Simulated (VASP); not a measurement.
## Hf: single point with r2SCAN

Hf:

```xyz
3
Lattice="4.9737 0.0000 0.0000 -2.4868 4.3073 0.0000 0.0000 0.0000 3.0889" Properties=species:S:1:pos:R:3 pbc="T T T"
Hf    2.4868    1.4358    1.5444
Hf    0.0000    2.8716    1.5444
Hf    0.0000    0.0000    0.0000
```

This isn't the form of Hf at room conditions, which is hcp.

```json
{
  "Program": "VASP 6.6.1",
  "Task": "single point",
  "Functional": "r2SCAN",
  "Potentials or basis": "VASP PAW PBE potentials, release 64 (Hf_pv)",
  "Cutoff": "550 eV",
  "k mesh": "12 × 12 × 16",
  "Occupations": "gaussian, width 0.1 eV",
  "Spin": "no spin polarisation",
  "Dipole correction": "no",
  "Further INCAR settings": "ALGO = Normal; EDIFF = 1e-06; NBANDS = 22"
}
```

```json
{
 "Pressure": "-0.6 GPa",
 "Band gap on the k mesh": "zero (bands 15 and 16 overlap by 0.91 eV)"
}
```

Levels at points of the mesh, in eV from the Fermi level:
```tsv
k point	band 13	band 14	band 15	band 16	band 17	band 18
(0.00, 0.00, 0.00)	-0.80	-0.72	-0.72	-0.52	1.33	2.37
(0.50, 0.00, 0.00)	-0.45	-0.31	-0.31	0.25	0.85	1.02
(0.00, 0.00, 0.50)	-2.42	-2.02	-2.02	1.47	1.47	2.20
(0.50, 0.00, 0.50)	-1.46	-0.90	-0.84	0.45	0.75	1.23
```

Run time: 7.4 min on 1 thread of Intel(R) Xeon(R) Platinum 8488C (Sapphire Rapids) (shared host), peak memory 0.36 GiB.

Caveat: the PAW data sets were made with another functional, which shifts forces and pressure a little; spin-orbit coupling is left out, which moves the levels of the heavy elements.
